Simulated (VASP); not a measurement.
Runs of VASP 6.6.1 on CdF2. The structure is that of space group Fm-3m (No. 225), or close to it. The cells are those of the table. 

| level | potentials or basis | cell | cutoff (eV) | second run | gap on the mesh (eV) | pressure (GPa) |
| --- | --- | --- | --- | --- | --- | --- |
| PBE | VASP PAW PBE potentials, release 64 (Cd_sv_GW, F) | a = 3.836 Å, angles 60.0°, 3 atoms | 600 | valence_matched | 3.03 | (a) |
| r2SCAN | VASP PAW PBE potentials, release 64 (Cd, F) | a = 3.885 Å, angles 60.0°, 3 atoms | 520 | - | 3.56 | -5.0 |
| r2SCAN | VASP PAW PBE potentials, release 64 (Cd, F) | a = 3.848 Å, angles 60.0°, 3 atoms | 520 | - | 3.66 | -2.3 |
| PBE | VASP PAW PBE potentials, release 64 (Cd, F) | a = 3.914 Å, angles 60.0°, 3 atoms | 520 | - | 2.80 | -2.1 |
| PBE | VASP PAW PBE potentials, release 64 (Cd, F) | a = 3.952 Å, angles 60.0°, 3 atoms | 520 | - | (c) | (b) |

Alike in all rows: task single point; no spin polarisation; k mesh 6 × 6 × 6; smearing gaussian 0.01 eV.

Task: Fill in the values left out.

Result: (a) 2.3; (b) -4.4; (c) 2.70.

Caveats: the PAW data sets were made with another functional, which shifts forces and pressure a little (some runs).

A k mesh can miss the band edges, and the runs leave out spin-orbit coupling on Cd.

The runs don't all hold the same shells in valence.
